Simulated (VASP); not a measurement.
**SnO: single point with PBE**

SnO:

```
Sn O
1.0
     3.63617    0.00000    0.00000
     0.00000    3.63617    0.00000
     0.00000    0.00000    5.44239
Sn O
2 2
Direct
  0.00000 0.50000 0.22717
  0.50000 0.00000 0.77283
  0.50000 0.50000 0.00000
  0.00000 0.00000 0.00000
```

This cell differs from its parent crystal: biaxial strain in the a-b plane: -6.0 %, then relaxed in part.

| Property | Result |
| --- | --- |
| Program | VASP 6.6.1 |
| Task | single point |
| Functional | PBE |
| Potentials or basis | VASP PAW PBE potentials, release 64 (Sn_d, O) |
| Cutoff | 520 eV |
| k mesh | 10 × 10 × 8 |
| Occupations | gaussian, width 0.01 eV |
| Spin | no spin polarisation |
| Dipole correction | no |
| Further INCAR settings | ALGO = Normal; EDIFF = 1e-07; NBANDS = 28 |

| Property | Result |
| --- | --- |
| Pressure | 7.6 GPa |
| Largest force | 0.092 eV/Å |
| Band gap on the k mesh | 0.25 eV (least direct gap 2.30 eV) |

Forces in eV/Å, atoms in the order of the input:
```
Sn   0.000  0.000  0.092
Sn   0.000  0.000 -0.092
O    0.000  0.000  0.000
O    0.000  0.000  0.000
```

Stress tensor (GPa, compression positive):
```
11.22  0.00  0.00
 0.00 11.22  0.00
 0.00  0.00  0.34
```

Levels at points of the mesh, in eV from the valence-band top:
| k point | band 16 | band 17 | band 18 | band 19 | band 20 | band 21 | band 22 | band 23 | band 24 | band 25 |
| --- | --- | --- | --- | --- | --- | --- | --- | --- | --- | --- |
| (0.00, 0.00, 0.00) | -6.27 | -3.64 | -2.82 | -2.82 | 0.00 | 2.38 | 3.82 | 5.25 | 5.25 | 5.30 |
| (0.50, 0.00, 0.00) | -5.36 | -4.71 | -4.71 | -2.86 | -2.86 | 2.48 | 2.48 | 6.13 | 6.13 | 6.41 |
| (0.50, 0.50, 0.00) | -5.63 | -2.16 | -2.16 | -2.04 | -2.04 | 0.25 | 0.25 | 4.00 | 4.00 | 5.91 |
| (0.00, 0.00, 0.50) | -3.91 | -3.66 | -2.99 | -2.83 | -2.83 | 2.58 | 3.60 | 3.60 | 4.56 | 7.36 |
| (0.50, 0.00, 0.50) | -5.50 | -4.70 | -4.70 | -2.04 | -2.04 | 1.75 | 1.75 | 6.14 | 6.14 | 6.64 |
| (0.50, 0.50, 0.50) | -5.85 | -2.45 | -2.45 | -2.16 | -2.16 | 2.23 | 2.23 | 3.01 | 3.01 | 5.66 |

It took 120 s on 1 thread of Intel(R) Xeon(R) Platinum 8559C (Emerald Rapids), on a shared host, peak memory 0.29 GiB.

Caveat: the cell differs from its parent crystal (biaxial strain in the a-b plane: -6.0 %, then relaxed in part); the stress differs along the axes, from 0 to 11 GPa; semilocal functionals underestimate gaps, and a narrow one can read as zero; spin-orbit coupling is left out, which moves the levels of the heavy elements. A k mesh can miss the band edges.
